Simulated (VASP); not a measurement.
# TmSb2Cl2 (P4/mmm) in VASP: a series of runs

TmSb2Cl2 is run at these levels: PBE; tasks: single point, relaxation of cell and atoms.

Everything below comes from runs of VASP 6.6.1. Logs are shortened: lines on timing, memory, paths and dates and some standing lists are left out, and cuts for length are marked.

## 1. The cell of the first run

The structure is tetragonal, space group P4/mmm (No. 123). Conventional cell: a = 4.385 Å, b = 4.385 Å, c = 6.985 Å, α = 90.00°, β = 90.00°, γ = 90.00°. Tm (site symmetry 4/mmm) has 8 Sb at 3.42 Å and 8 Cl at 4.12 Å and 4 Tm at 4.38 Å within 4.5 Å. Sb (site symmetry 4mm) has 1 Sb at 2.89 Å and 4 Cl at 3.00 Å and 4 Tm at 3.42 Å within 3.8 Å. Within 4.2 Å of Cl (site symmetry mmm) lie 4 Sb at 3.00 Å and 4 Cl at 3.10 Å and 4 Tm at 4.12 Å.

The cell was generated, and may not be a known phase.

## 2. Single point, PBE

INCAR reads:

```
SYSTEM = TmSb2Cl2
PREC = Accurate
ENCUT = 500
EDIFF = 1E-6
ISMEAR = 0
SIGMA = 0.1
LREAL = .FALSE.
LASPH = .TRUE.
NELM = 200
ALGO = Normal
ISIF = 2
LWAVE = .FALSE.
LCHARG = .FALSE.
GGA = PE
NBANDS = 24
GGA_COMPAT = .FALSE.
LMAXMIX = 6
```

KPOINTS reads:

```
regular mesh
0
G
  4 4 4
  0 0 0
```

POSCAR reads:

```
TmSb2Cl2
1.0
    4.3847853695      0.0000000000      0.0000000000
    0.0000000000      4.3847853695      0.0000000000
    0.0000000000      0.0000000000      6.9847494422
Tm Sb Cl
1 2 2
Direct
    0.0000000000      0.0000000000      0.0000000000
    0.5000000000      0.5000000000      0.2066784483
    0.5000000000      0.5000000000      0.7933215517
    0.0000000000      0.5000000000      0.5000000000
    0.5000000000      0.0000000000      0.5000000000
```

Potentials or basis: VASP PAW PBE potentials, release 64 (Tm_3, Sb, Cl), 4f in core.

The run is started by

```
$ cat potpaw_PBE.64/Tm_3/POTCAR potpaw_PBE.64/Sb/POTCAR potpaw_PBE.64/Cl/POTCAR > POTCAR
$ mpirun -np 1 vasp_std > vasp.out
```

OUTCAR:

```text
SYSTEM = TmSb2Cl2
   PREC = Accurate
   ENCUT = 500
   EDIFF = 1E-6
   ISMEAR = 0
   LREAL = .FALSE.
   LASPH = .TRUE.
   NELM = 200
   ISIF = 2
   GGA = PE

 ion  position               nearest neighbor table
   1  0.000  0.000  0.000-   2 3.42   3 3.42   2 3.42   3 3.42   2 3.42   3 3.42   2 3.42   3 3.42

   2  0.500  0.500  0.207-   3 2.89   4 3.00   5 3.00   5 3.00   4 3.00   1 3.42   1 3.42   1 3.42
                             1 3.42
   3  0.500  0.500  0.793-   2 2.89   4 3.00   5 3.00   5 3.00   4 3.00   1 3.42   1 3.42   1 3.42
                             1 3.42
   4  0.000  0.500  0.500-   2 3.00   3 3.00   2 3.00   3 3.00
   5  0.500  0.000  0.500-   2 3.00   3 3.00   2 3.00   3 3.00

  LATTYP: Found a simple tetragonal cell.
 ALAT       =     4.3847853695
 C/A-ratio  =     1.5929512744

  Lattice vectors:

 A1 = (   4.3847853695,   0.0000000000,   0.0000000000)
 A2 = (   0.0000000000,   4.3847853695,   0.0000000000)
 A3 = (   0.0000000000,   0.0000000000,   6.9847494422)

Analysis of symmetry for initial positions (statically):
=====================================================================
 Subroutine PRICEL returns:
 Original cell was already a primitive cell.

 Routine SETGRP: Setting up the symmetry group for a
 simple tetragonal supercell.

 Subroutine GETGRP returns: Found 16 space group operations
 (whereof 16 operations were pure point group operations)
 out of a pool of 16 trial point group operations.

The static configuration has the point symmetry D_4h.

Analysis of symmetry for dynamics (positions and initial velocities):
=====================================================================
 Subroutine PRICEL returns:
 Original cell was already a primitive cell.

 Routine SETGRP: Setting up the symmetry group for a
 simple tetragonal supercell.

 Subroutine GETGRP returns: Found 16 space group operations
 (whereof 16 operations were pure point group operations)
 out of a pool of 16 trial point group operations.

The dynamic configuration has the point symmetry D_4h.

 Subroutine INISYM returns: Found 16 space group operations
 (whereof 16 operations are pure point group operations),
 and found     1 'primitive' translations

----------------------------------------------------------------------------------------

                                     Primitive cell

  volume of cell :     134.2912

  direct lattice vectors                    reciprocal lattice vectors
     4.384785370  0.000000000  0.000000000     0.228061334  0.000000000  0.000000000
     0.000000000  4.384785370  0.000000000     0.000000000  0.228061334  0.000000000
     0.000000000  0.000000000  6.984749442     0.000000000  0.000000000  0.143169058

  length of vectors
     4.384785370  4.384785370  6.984749442     0.228061334  0.228061334  0.143169058

  position of ions in fractional coordinates (direct lattice)
     0.000000000  0.000000000  0.000000000
     0.500000000  0.500000000  0.206678448
     0.500000000  0.500000000  0.793321552
     0.000000000  0.500000000  0.500000000
     0.500000000  0.000000000  0.500000000

  ion indices of the primitive-cell ions
   primitive index   ion index
                 1           1
                 2           2
                 3           3
                 4           4
                 5           5

----------------------------------------------------------------------------------------

 KPOINTS: regular mesh

Automatic generation of k-mesh.
 Grid dimensions read from file:
 generate k-points for:    4    4    4

 Generating k-lattice:

  Cartesian coordinates                     Fractional coordinates (reciprocal lattice)
     0.057015333  0.000000000  0.000000000     0.250000000  0.000000000  0.000000000
     0.000000000  0.057015333  0.000000000     0.000000000  0.250000000  0.000000000
     0.000000000  0.000000000  0.035792265     0.000000000  0.000000000  0.250000000

  Length of vectors
     0.057015333  0.057015333  0.035792265

  Shift w.r.t. Gamma in fractional coordinates (k-lattice)
     0.000000000  0.000000000  0.000000000

 Subroutine IBZKPT returns following result:
 ===========================================

 Found     18 irreducible k-points:

 Following reciprocal coordinates:
            Coordinates               Weight
  0.000000  0.000000  0.000000      1.000000
  0.250000  0.000000  0.000000      4.000000
  0.500000  0.000000  0.000000      2.000000
  0.250000  0.250000  0.000000      4.000000
  0.500000  0.250000  0.000000      4.000000
  0.500000  0.500000  0.000000      1.000000
[... 10 lines left out ...]
  0.500000  0.250000  0.500000      4.000000
  0.500000  0.500000  0.500000      1.000000
   k-points           NKPTS =     18   k-points in BZ     NKDIM =     18   number of bands    NBANDS=     24
   number of dos      NEDOS =    301   number of ions     NIONS =      5
   total plane-waves  NPLWV =  55296
   dimension x,y,z NGX =    32 NGY =   32 NGZ =   54
   dimension x,y,z NGXF=    64 NGYF=   64 NGZF=  108
   ions per type =               1   2   2
   NGX,Y,Z   is equivalent  to a cutoff of  12.13, 12.13, 12.85 a.u.
   NGXF,Y,Z  is equivalent  to a cutoff of  24.27, 24.27, 25.71 a.u.
 SYSTEM =  TmSb2Cl2
   PREC   = accura    normal or accurate (medium, high low for compatibility)
   ISTART =      0    job   : 0-new  1-cont  2-samecut
   ICHARG =      2    charge: 1-file 2-atom 10-const
   ISPIN  =      1    spin polarized calculation?
   LNONCOLLINEAR =      F non collinear calculations
   LSORBIT =      F    spin-orbit coupling
   LASPH  =      T    aspherical Exc in radial PAW
   ENCUT  =  500.0 eV  36.75 Ry    6.06 a.u.   7.99  7.99 12.73*2*pi/ulx,y,z
   NELM   =    200;   NELMIN=  2; NELMDL= -5     # of ELM steps
   EDIFF  = 0.1E-05   stopping-criterion for ELM
   LREAL  =      F    real-space projection
   EDIFFG = 0.1E-04   stopping-criterion for IOM
   NSW    =      0    number of steps for IOM
   IBRION =     -1    ionic relax: 0-MD 1-quasi-New 2-CG
   NFREE  =      0    steps in history (QN), initial steepest desc. (CG)
   ISIF   =      2    stress and relaxation
   ISYM   =      2    0-nonsym 1-usesym 2-fastsym
   POTIM  = 0.5000    time-step for ionic-motion
   TEBEG  =    0.0;   TEEND  =   0.0 temperature during run
   PSTRESS=    0.0 pullay stress
   NELECT =      33.0000    total number of electrons
   NUPDOWN=      -1.0000    fix difference up-down
   EMIN   =  10.00;   EMAX   =-10.00  energy-range for DOS
   EFERMI =   0.00;   METHOD = LEGACY
   ISMEAR =     0;   SIGMA  =   0.10  broadening in eV -4-tet -1-fermi 0-gaus
   EFERMI_NEDOS =   21; number of points for ismear=-14 and -15
   IALGO  =     38    algorithm
   IMIX   =      4    mixing-type and parameters
     AMIX     =   0.40;   BMIX     =  1.00
     AMIX_MAG =   1.60;   BMIX_MAG =  1.00
  volume/ion in A,a.u.               =      26.86       181.25
  Fermi-wavevector in a.u.,A,eV,Ry     =   1.025409  1.937741 14.306021  1.051463
  Thomas-Fermi vector in A             =   2.159247
   LORBIT       =      0    0 simple, 1 ext, 2 COOP (PROOUT), +10 PAW based schemes
   GGA     = PE    functional components
   LHFCALC =     F    Hartree Fock is set to
   AEXX    =    0.0000 exact exchange contribution
   IVDW    =     0    specifies the selected vdW correction
   LEPSILON=     F    determine dielectric tensor
   LRPA    =     F    only Hartree local field effects (RPA)
 non-spin polarized calculation
 Gauss-broadening in eV      SIGMA  =   0.10
  energy-cutoff  :      500.00
  volume of cell :      134.29
 maximum number of plane-waves:      3448
 NGX is ok and might be reduce to    32
   NGX = 15   NGY = 15   NGZ = 25

 number of electron      33.0000005 magnetization

 Free energy of the ion-electron system (eV)
  ---------------------------------------------------
  ext. energy  EPLUGINS =         0.00000000
  ---------------------------------------------------
  free energy    TOTEN  =       -17.27747086 eV

  energy without entropy =      -17.25783245  energy(sigma->0) =      -17.26765166

 E-fermi :   4.8901     XC(G=0):  -9.4798

 val. band max:        4.8900982511   @ k =   0.5000   0.2500   0.0000
 cond. band min:       4.9080764768   @ k =   0.2500   0.0000   0.0000
 fundamental gap:      0.0179782258
 Fermi energy:         4.8901284972

 k-point     1 :       0.0000    0.0000    0.0000
  band No.  band energies     occupation
      1     -22.0079      2.00000
      2     -21.7736      2.00000
      3     -21.7736      2.00000
      4     -10.7071      2.00000
      5      -9.1432      2.00000
      6      -5.2467      2.00000
[... 16 lines left out ...]
     23       8.5449      0.00000
     24       8.7278      0.00000

 k-point     2 :       0.2500    0.0000    0.0000
  band No.  band energies     occupation
      1     -22.0066      2.00000
      2     -21.7870      2.00000
      3     -21.7721      2.00000
      4     -10.4892      2.00000
      5      -9.3738      2.00000
      6      -5.0776      2.00000
[... 16 lines left out ...]
     23       8.0948      0.00000
     24       8.4964      0.00000

 k-point     3 :       0.5000    0.0000    0.0000
  band No.  band energies     occupation
      1     -22.0053      2.00000
      2     -21.8004      2.00000
      3     -21.7707      2.00000
      4     -10.0029      2.00000
      5      -9.8757      2.00000
      6      -4.8930      2.00000
[... 16 lines left out ...]
     23       8.4685      0.00000
     24       9.7843      0.00000
[... 352 lines left out ...]
 k-point    17 :       0.5000    0.2500    0.5000
  band No.  band energies     occupation
      1     -22.0041      2.00000
      2     -21.7980      2.00000
      3     -21.7831      2.00000
      4      -9.9096      2.00000
      5      -9.8458      2.00000
      6      -4.9918      2.00000
[... 16 lines left out ...]
     23       8.2980      0.00000
     24       8.6690      0.00000

 k-point    18 :       0.5000    0.5000    0.5000
  band No.  band energies     occupation
      1     -22.0028      2.00000
      2     -21.7956      2.00000
      3     -21.7956      2.00000
      4      -9.8191      2.00000
      5      -9.8191      2.00000
      6      -4.8721      2.00000
[... 16 lines left out ...]
     23       9.4341      0.00000
     24       9.4362      0.00000

------------------------ aborting loop because EDIFF is reached ----------------------------------------

  FORCE on cell =-STRESS in cart. coord.  units (eV):
  Direction    XX          YY          ZZ          XY          YZ          ZX
  --------------------------------------------------------------------------------------
  -------------------------------------------------------------------------------------
  Total        0.0704082      0.0704082      0.1736320      0.0000000     -0.0000000      0.0000000
  in kB        0.8400139      0.8400139      2.0715379      0.0000000     -0.0000000      0.0000000
  external PRESSURE =       1.2505219 kB  Pullay stress =       0.0000000 kB

 VOLUME and BASIS-vectors are now :
 -----------------------------------------------------------------------------
  energy-cutoff  :      500.00
  volume of cell :      134.29
      direct lattice vectors                 reciprocal lattice vectors
     4.384785370  0.000000000  0.000000000     0.228061334  0.000000000  0.000000000
     0.000000000  4.384785370  0.000000000     0.000000000  0.228061334  0.000000000
     0.000000000  0.000000000  6.984749442     0.000000000  0.000000000  0.143169058

 POSITION                                       TOTAL-FORCE (eV/Angst)
 -----------------------------------------------------------------------------------
      0.00000      0.00000      0.00000        -0.000000     -0.000000      0.000000
      2.19239      2.19239      1.44360        -0.000000      0.000000      0.016553
      2.19239      2.19239      5.54115         0.000000      0.000000     -0.016553
      0.00000      2.19239      3.49237        -0.000000     -0.000000      0.000000
      2.19239      0.00000      3.49237        -0.000000     -0.000000      0.000000
 -----------------------------------------------------------------------------------
    total drift:                                0.000000      0.000000     -0.000000

  FREE ENERGIE OF THE ION-ELECTRON SYSTEM (eV)
  ---------------------------------------------------
  free  energy   TOTEN  =       -17.2774708602 eV

  energy  without entropy=      -17.2578324539  energy(sigma->0) =      -17.26765166
```

It took 29 s on 1 thread of Intel Xeon 6975P-C (Granite Rapids), shared host; peak memory 0.24 GiB.

What came out:

| Quantity | Value |
| --- | --- |
| Free energy | -17.2775 eV |
| Pressure | 0.1 GPa |
| Largest force | 0.017 eV/Å |
| Band gap on the k mesh | zero (an odd number of electrons rules out a gap without spin polarisation) |

Forces on the atoms (eV/Å):
```
Tm   0.000  0.000  0.000
Sb   0.000  0.000  0.017
Sb   0.000  0.000 -0.017
Cl   0.000  0.000  0.000
Cl   0.000  0.000  0.000
```

Stress tensor (GPa, compression positive):
```
0.08 0.00 0.00
0.00 0.08 0.00
0.00 0.00 0.21
```

Levels at points of the mesh, in eV from the Fermi level:
```csv
k point,band 12,band 13,band 14,band 15,band 16,band 17,band 18,band 19,band 20,band 21
"(0.00, 0.00, 0.00)",-2.26,-1.29,-1.29,-0.39,-0.39,-0.12,-0.12,-0.06,0.77,1.92
"(0.50, 0.00, 0.00)",-2.60,-2.53,-2.51,-1.09,0.43,0.84,0.98,1.53,1.64,1.80
"(0.50, 0.50, 0.00)",-2.68,-2.68,-1.07,-0.49,0.08,0.08,0.79,0.86,2.64,3.21
"(0.00, 0.00, 0.50)",-1.24,-1.24,-1.09,-1.09,0.04,0.21,0.51,0.51,1.49,1.63
"(0.50, 0.00, 0.50)",-2.89,-2.55,-2.07,-1.80,-0.72,-0.21,1.59,1.85,1.97,2.10
"(0.50, 0.50, 0.50)",-1.92,-1.64,-1.64,-1.07,-0.96,-0.96,-0.49,0.16,2.53,3.31
```

Caveat: spin-orbit coupling is left out, which moves the levels of the heavy elements; the 4f electrons are frozen in the core, so they carry no moment and show no levels; an odd number of electrons without spin polarisation forces a metal; a magnetic or distorted state may lie lower; the run has no spin polarisation, though such a crystal can be magnetic. Spin polarisation is off, so any magnetic state and its effect on volume and gap are missing.

(Part 1 of 3 ends here.)

The gap in the log of VASP goes by the Fermi energy; the results here count the filled bands.